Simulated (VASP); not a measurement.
Input of a VASP 6.6.1 run:

Contents of POSCAR:

```
Si2Mo
1.0
   -1.6005002280      1.6005002280      3.9110592136
    1.6005002280     -1.6005002280      3.9110592136
    1.6005002280      1.6005002280     -3.9110592136
Si Mo
2 1
Direct
    0.3352303461      0.3352303461      0.0000000000
    0.6647696539      0.6647696539      0.0000000000
    0.0000000000      0.0000000000      0.0000000000
```

Contents of INCAR.step1:

```
SYSTEM = Si2Mo
ALGO = Normal
EDIFF = 1E-4
ENCUT = 600
GGA = PE
ISMEAR = 0
LASPH = .True.
LCHARG = .False.
LREAL = .False.
LWAVE = .True.
NELM = 100
PREC = Accurate
SIGMA = 0.05
```

Contents of INCAR.step2:

```
SYSTEM = Si2Mo
ALGO = Normal
EDIFF = 1E-6
EDIFFG = -0.01
ENCUT = 600
IBRION = 2
ISIF = 4
ISMEAR = 0
ISTART = 1
LASPH = .True.
LCHARG = .False.
LMIXTAU = .True.
LREAL = .False.
LWAVE = .False.
METAGGA = R2SCAN
NELM = 100
NSW = 60
PREC = Accurate
SIGMA = 0.05
```

File KPOINTS:

```
k-points
0
Gamma
  14 14 14
  0 0 0
```

Potentials or basis: VASP PAW PBE potentials, release 64 (Si, Mo_sv).

The run is started by

```sh
$ cat potpaw_PBE.64/Si/POTCAR potpaw_PBE.64/Mo_sv/POTCAR > POTCAR
$ cp INCAR.step1 INCAR
$ mpirun -np 1 vasp_std > vasp.out
$ cp INCAR.step2 INCAR
$ mpirun -np 1 vasp_std > vasp.out
```

Problem. Predict the band gap on the k mesh.

Solution. Zero (bands 11 and 12 overlap by 1.03 eV).

Final structure:
```yaml
crystal:
  lattice:
    - [-1.60097, 1.60097, 3.90876]
    - [1.60097, -1.60097, 3.90876]
    - [1.60097, 1.60097, -3.90876]
  atoms:
    - { symbol: Si, position: [0.33524, 0.33524, 0.00000] }
    - { symbol: Si, position: [0.66476, 0.66476, 0.00000] }
    - { symbol: Mo, position: [0.00000, 0.00000, 0.00000] }
```
